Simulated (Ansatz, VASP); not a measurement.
**Ti: VASP beside Ansatz**

```
Ti
1.0
     2.90044    0.00000    0.00000
    -1.45022    2.51185    0.00000
     0.00000    0.00000   19.47748
Ti
6
Direct
  0.66667 0.33333 0.20537
  0.33333 0.66667 0.32322
  0.66667 0.33333 0.44107
  0.33333 0.66667 0.55893
  0.66667 0.33333 0.67678
  0.33333 0.66667 0.79463
```

Alike in both runs: task single point; functional PBEsol; k mesh 12 × 12 × 1; occupations gaussian, width 0.1 eV; no spin polarisation.

|  | VASP | Ansatz |
| --- | --- | --- |
| version | VASP 6.6.1 | Ansatz 0.2.0 |
| potentials or method | VASP PAW PBE potentials, release 64 (Ti_sv), cutoff 400 eV | scalar-relativistic, plane waves, PAW |
| valence electrons in the cell | 72 | 72 |

Ansatz gave:

* gap on the k mesh at the Fermi level (eV): none
* rms of the force components (eV/Å): 0.283

Task: What did VASP give for the same quantities?

Result: gap on the k mesh at the Fermi level (eV): none; rms of the force components (eV/Å): 0.285.

VASP's potentials were made for PBE, not for PBEsol. Atom by atom the forces differ by 0.002 eV/Å (rms over components). A gap of «none» marks a metal or a gap that the smearing closes.
